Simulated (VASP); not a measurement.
A run of VASP 6.6.1:

File INCAR:

```
SYSTEM = Sb2Mo
PREC     = Accurate       ! precision mode
ENCUT    = 600            ! plane-wave cutoff, eV
EDIFF    = 1E-7           ! SCF threshold, eV
ISMEAR   = 0              ! smearing method
SIGMA    = 0.1            ! smearing width, eV
LREAL    = .FALSE.        ! projectors in reciprocal space
LASPH    = .TRUE.         ! aspherical terms in the spheres
NELM     = 100            ! most SCF steps
ALGO     = Normal         ! electronic algorithm
ISIF     = 3              ! what is computed and relaxed
LWAVE    = .FALSE.        ! write WAVECAR
LCHARG   = .FALSE.        ! write CHGCAR
GGA      = PE             ! functional
IBRION   = 2              ! ionic algorithm
NSW      = 100            ! ionic steps
EDIFFG   = -0.01          ! ionic threshold
```

File KPOINTS:

```
regular mesh
0
G
  6 6 6
  0 0 0
```

POSCAR

```
Sb2Mo
1.0
    5.8968437204      0.0000000000      0.0000000000
    0.0000000000      5.8968437204      0.0000000000
    0.0000000000      0.0000000000      5.8968437204
Sb Mo
4 2
Direct
    0.2500000000      0.2500000000      0.2500000000
    0.2500000000      0.7500000000      0.7500000000
    0.7500000000      0.7500000000      0.2500000000
    0.7500000000      0.2500000000      0.7500000000
    0.0000000000      0.0000000000      0.0000000000
    0.5000000000      0.5000000000      0.5000000000
```

Potentials or basis: VASP PAW PBE potentials, release 64 (Sb, Mo_sv).

Launch:

```console
$ cat potpaw_PBE.64/Sb/POTCAR potpaw_PBE.64/Mo_sv/POTCAR > POTCAR
$ mpirun -np 1 vasp_std > vasp.out
```

Hardware: 1 thread of Intel(R) Xeon(R) Platinum 8488C (Sapphire Rapids) (shared host).

Problem. How long does it take, and how much memory?

Solution. It took 3.7 min on 1 thread of Intel(R) Xeon(R) Platinum 8488C (Sapphire Rapids), with other jobs on the host, peak memory 0.4 GiB. Counts: scf iterations 33, k points 20, ion steps 3.
